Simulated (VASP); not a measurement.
Wanted: the native input for a VASP 6.6.1 run.

```
Task                   : relaxation of cell and atoms
Functional             : PBE
Potentials or basis    : VASP PAW PBE potentials, release 64 (Ta_pv)
Cutoff                 : 600 eV
k mesh                 : 16 × 16 × 16
Occupations            : methfessel-paxton, width 0.1 eV
Spin                   : no spin polarisation
Dipole correction      : no
Further INCAR settings : ALGO = Normal; EDIFF = 1e-07; IBRION = 2; EDIFFG = -0.005; NSW = 80; ISIF = 3
```

The structure of Ta lies in POSCAR:

```
Ta
1.0
   -1.6549278000      1.6549278000      1.6549278000
    1.6549278000     -1.6549278000      1.6549278000
    1.6549278000      1.6549278000     -1.6549278000
Ta
1
Direct
    0.0000000000      0.0000000000      0.0000000000
```

These files were run (other wordings do the same):

INCAR

```
SYSTEM = Ta
ALGO = Normal
EDIFF = 1E-7
EDIFFG = -0.005
ENCUT = 600
GGA = PE
IBRION = 2
ISIF = 3
ISMEAR = 1
LASPH = .True.
LCHARG = .False.
LREAL = .False.
LWAVE = .False.
NELM = 60
NSW = 80
PREC = Accurate
SIGMA = 0.1
```

KPOINTS

```
k-points
0
Gamma
  16 16 16
  0 0 0
```

Potentials or basis: VASP PAW PBE potentials, release 64 (Ta_pv).

Launch:

```sh
$ cat potpaw_PBE.64/Ta_pv/POTCAR > POTCAR
$ mpirun -np 1 vasp_std > vasp.out
```

Results of the run:

| Item | Value |
| --- | --- |
| Relaxed volume | 18.32 Å³/atom |
| Relaxed cell | a = 2.876 Å, b = 2.876 Å, c = 2.876 Å, α = 109.47°, β = 109.47°, γ = 109.47° |
| Space group after relaxing (to 0.05 Å) | Im-3m (No. 229) |
| Energy gained by relaxing | 1.2 meV/atom |
| Ionic steps | 3 |
| Pressure after relaxing | 0.0 GPa |

It took 48 s on 1 thread of Intel(R) Xeon(R) Platinum 8375C CPU @ 2.90GHz (Ice Lake), on a shared host, peak memory 0.18 GiB.
